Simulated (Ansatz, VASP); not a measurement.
# Two plane-wave programs on Cu2O

File POSCAR:

```
Cu2O
1.0
    4.1871243200      0.0000000000      0.0000000000
    0.0000000000      4.1871243200      0.0000000000
    0.0000000000      0.0000000000      4.1871243200
Cu O
4 2
Direct
    0.2500000000      0.2500000000      0.2500000000
    0.2500000000      0.7500000000      0.7500000000
    0.7500000000      0.7500000000      0.2500000000
    0.7500000000      0.2500000000      0.7500000000
    0.0000000000      0.0000000000      0.0000000000
    0.5000000000      0.5000000000      0.5000000000
```

Contents of INCAR.step1:

```
SYSTEM = Cu2O
  PREC = Accurate
  ENCUT = 580
  ISMEAR = -1
  SIGMA = 0.02
  LREAL = .False.
  LASPH = .True.
  NELM = 120
  GGA = PE
  ALGO = Normal
  EDIFF = 1E-5
  LWAVE = .True.
  LCHARG = .False.
  GGA_COMPAT = .False.
  IBRION = 2
  EDIFFG = -0.01
  NELMIN = 4
  NSW = 100
  KPAR = 4
```

The input INCAR.step2:

```
SYSTEM = Cu2O
  PREC = Accurate
  ENCUT = 580
  EDIFF = 1E-7
  ISMEAR = -1
  SIGMA = 0.02
  LREAL = .False.
  LASPH = .True.
  NELM = 120
  ALGO = Normal
  ISIF = 2
  LWAVE = .False.
  LCHARG = .False.
  METAGGA = R2SCAN
  LMIXTAU = .True.
  IBRION = 2
  NSW = 50
  EDIFFG = -0.01
  ISTART = 1
  GGA_COMPAT = .False.
  NELMIN = 4
  KPAR = 4
```

KPOINTS

```
regular mesh
0
Gamma
  8 8 8
  0 0 0
```

Input for Ansatz:

```yaml
crystal:
  lattice:
    - [4.18712432, 0.0, 0.0]
    - [0.0, 4.18712432, 0.0]
    - [0.0, 0.0, 4.18712432]
  atoms:
    - { symbol: Cu, position: [0.25, 0.25, 0.25] }
    - { symbol: Cu, position: [0.25, 0.75, 0.75] }
    - { symbol: Cu, position: [0.75, 0.75, 0.25] }
    - { symbol: Cu, position: [0.75, 0.25, 0.75] }
    - { symbol: O, position: [0.0, 0.0, 0.0] }
    - { symbol: O, position: [0.5, 0.5, 0.5] }
  symmetry: { tolerance: 0.0003 }
hamiltonian:
  xc: r2scan
  pseudopotentials: { kind: paw, azcp: { folder: soft_1 } }
basis:
  ecutwfc: 500
magnetization:
  spin_polarized: false
scf:
  occupations: { method: fermi_dirac, width: 0.02 }
kpoints:
  mp_grid: { grid: [8, 8, 8], shift: [0, 0, 0] }
  band_path:
    path:
      - [0.0, 0.0, 0.0]
      - [0.0, 0.5, 0.0]
      - [0.5, 0.5, 0.0]
      - [0.0, 0.0, 0.0]
      - [0.5, 0.5, 0.5]
      - [0.0, 0.5, 0.0]
      - [0.5, 0.5, 0.5]
      - [0.5, 0.5, 0.0]
    npoints: 10
output:
  forces: true
  stress: true
  eigenvalues: true
  write_potential: true
  elf: true
  volumetric_format: npy
  dos: { e_range: [-12, 8], de: 0.05 }
relax:
  max_steps: 30
```

Alike in both runs: task relaxation of the atoms; functional r2SCAN; k mesh 8 × 8 × 8; occupations fermi-dirac, width 0.02 eV; no spin polarisation.

```csv
,VASP,Ansatz
version,VASP 6.6.1,Ansatz 0.2.0
potentials or method,"VASP PAW PBE potentials, release 64 (Cu, O), cutoff 580 eV",PAW plane waves
valence electrons in the cell,56,88
```

|  | VASP | Ansatz | Ansatz less VASP |
| --- | --- | --- | --- |
| gap on the k mesh at the Fermi level, each at its own relaxed structure (eV) | 0.89 | 0.89 | 0.000 |

VASP's potentials were made for PBE, not for r2SCAN. VASP's potentials hold 56 valence electrons a cell and Ansatz's 88, so a difference there can come from the potentials and not from the codes. Ansatz's warnings: stress scf threshold loose.

Noted on VASP's run: the relaxation stopped at its first step, so nothing moved.
